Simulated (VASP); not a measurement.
Crystal: Zr.

```
Zr
1.0
     3.23200    0.00000    0.00000
    -1.61600    2.79899    0.00000
     0.00000    0.00000    5.14700
Zr
2
Direct
  0.33333 0.66667 0.25000
  0.66667 0.33333 0.75000
```

| Property | Result |
| --- | --- |
| Program | VASP 6.6.1 |
| Task | relaxation of cell and atoms |
| Functional | PBEsol |
| Potentials or basis | VASP PAW PBE potentials, release 64 (Zr_sv) |
| Cutoff | 600 eV |
| k mesh | 18 × 18 × 10 |
| Occupations | fermi-dirac, width 0.08 eV |
| Spin | no spin polarisation |

At the start: pressure -3.2 GPa; volume 23.28 Å³/atom.

Task: Where does the relaxation end?

Result: Over 10 steps the energy falls by 8.4 meV/atom and the volume is 22.48 Å³/atom (-3.4 %); space group P6_3/mmc (No. 194, to 0.1 Å) before and after.

The path:
```csv
step,energy change (eV),largest force (eV/Å),pressure (GPa),volume (Å³)
1,0.0000,0.0000,-3.22,46.56
2,-0.0004,0.0000,3.55,43.48
3,-0.0164,0.0000,0.01,44.99
4,-0.0164,0.0000,0.07,44.95
5,-0.0168,0.0000,0.06,44.95
6,-0.0169,0.0000,0.05,44.94
7,-0.0169,0.0000,0.05,44.94
8,-0.0169,0.0000,0.05,44.94
9,-0.0169,0.0000,-0.05,44.99
10,-0.0169,0.0000,0.00,44.97
```

Final structure:
```cif
data_structure
_symmetry_space_group_name_H-M 'P 1'
_symmetry_Int_Tables_number 1
_cell_length_a 3.1847
_cell_length_b 3.1847
_cell_length_c 5.1194
_cell_angle_alpha 90.000
_cell_angle_beta 90.000
_cell_angle_gamma 120.000
_cell_volume 44.97
loop_
_atom_site_label
_atom_site_type_symbol
_atom_site_fract_x
_atom_site_fract_y
_atom_site_fract_z
_atom_site_occupancy
Zr1 Zr 0.33333 0.66667 0.25000 1
Zr2 Zr 0.66667 0.33333 0.75000 1
```

Caveat: the PAW data sets were made with another functional, which shifts forces and pressure a little.
